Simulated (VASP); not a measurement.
# MoS2: single point with PBE+D3(BJ)

MoS2:

```xyz
6
Lattice="-3.1495 0.0000 0.0000 -1.5747 -2.7275 0.0000 -0.5249 -0.4546 13.2901" Properties=species:S:1:pos:R:3 pbc="T T T"
Mo    0.0000    0.0000    0.7834
Mo    0.0000    0.0000    7.4285
S    -1.5747   -0.9092    8.9953
S    -1.5747   -0.9092    2.3503
S    -1.5747   -0.9092   12.5067
S    -1.5747   -0.9092    5.8617
```

```json
{
  "Program": "VASP 6.6.1",
  "Task": "single point",
  "Functional": "PBE",
  "Dispersion": "D3(BJ)",
  "Potentials or basis": "VASP PAW PBE potentials, release 64 (Mo_sv, S)",
  "Cutoff": "520 eV",
  "k mesh": "10 × 10 × 2",
  "Occupations": "gaussian, width 0.05 eV",
  "Spin": "no spin polarisation",
  "Dipole correction": "no",
  "Further INCAR settings": "ALGO = Normal; EDIFF = 1e-06; NBANDS = 35"
}
```

```json
{
  "Pressure": "8.6 GPa",
  "Largest force": "10.564 eV/Å",
  "Band gap on the k mesh": "zero (bands 26 and 27 overlap by 0.14 eV)",
  "Dispersion energy per atom": "-0.398 eV"
}
```

Forces on the atoms (eV/Å):
```
Mo   6.012  3.464  7.349
Mo   0.004  0.004  0.009
S    0.004  0.003 -0.004
S    0.584  0.079  0.093
S   -6.602 -3.549 -7.444
S   -0.002 -0.002 -0.003
```

Stress tensor (GPa, compression positive):
```
 7.23  1.74 15.73
 1.74  2.45  7.93
15.73  7.93 16.17
```

Levels at points of the mesh, in eV from the Fermi level:
```tsv
k point	band 23	band 24	band 25	band 26	band 27	band 28	band 29	band 30
(0.00, 0.00, 0.00)	-2.11	-1.27	-0.89	-0.48	-0.06	1.35	1.78	1.78
(0.50, 0.00, 0.00)	-2.45	-1.97	-1.67	0.08	0.59	1.31	1.70	1.76
(0.00, 0.50, 0.00)	-2.13	-1.97	-1.68	-0.02	0.91	1.31	1.64	1.74
(0.50, 0.50, 0.00)	-1.99	-1.95	-1.67	-1.27	1.31	1.36	1.71	1.98
(0.00, 0.00, 0.50)	-2.40	-1.07	-0.93	-0.50	-0.06	1.35	1.78	1.78
(0.50, 0.00, 0.50)	-2.37	-1.97	-1.66	0.08	0.59	1.31	1.71	1.79
(0.00, 0.50, 0.50)	-2.14	-1.97	-1.64	-0.02	0.91	1.31	1.64	1.79
(0.50, 0.50, 0.50)	-1.97	-1.86	-1.69	-1.30	1.31	1.36	1.79	1.91
```

Run time: 2.8 min on 1 thread of Intel(R) Xeon(R) 6975P-C (Granite Rapids), with other jobs on the host, peak memory 0.45 GiB.

Caveat: the cell stands under pressure; forces of over 1 eV/Å act on the atoms, so gaps and moduli don't describe the material at rest.
